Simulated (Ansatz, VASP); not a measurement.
One calculation of CdSe, two programs

```
CELL_PARAMETERS angstrom
4.30000 0.00000 0.00000
-2.15000 3.72391 0.00000
0.00000 0.00000 7.02000
ATOMIC_POSITIONS crystal
Cd 0.33333 0.66667 0.00486
Cd 0.66667 0.33333 0.50486
Se 0.33333 0.66667 0.38014
Se 0.66667 0.33333 0.88014
```

Alike in both runs: functional PBE; k mesh 9 × 9 × 5; occupations fermi-dirac, width 0.01 eV; no spin polarisation.

Ansatz relaxed the structure, and its values are those at the end. VASP's run is a single point on that final structure, the one shown.

|  | VASP | Ansatz |
| --- | --- | --- |
| version | VASP 6.6.1 | Ansatz 0.2.0 |
| potentials or method | VASP PAW PBE potentials, release 64 (Cd, Se) | plane-wave PAW, scalar-relativistic |
| plane-wave cutoff (eV) | 520 | 420 |
| valence electrons in the cell | 36 | 72 |

|  | VASP | Ansatz | Ansatz less VASP |
| --- | --- | --- | --- |
| gap on the k mesh at the Fermi level (eV) | 0.67 | 0.67 | 0.000 |
| pressure (GPa) | 3.2 | 2.9 | -0.32 |
| rms of the force components (eV/Å) | 0.005 | 0.006 | +0.0005 |

VASP's potentials hold 36 valence electrons a cell and Ansatz's 72, so a difference there can come from the potentials and not from the codes. Ansatz's warnings: stress scf threshold loose.
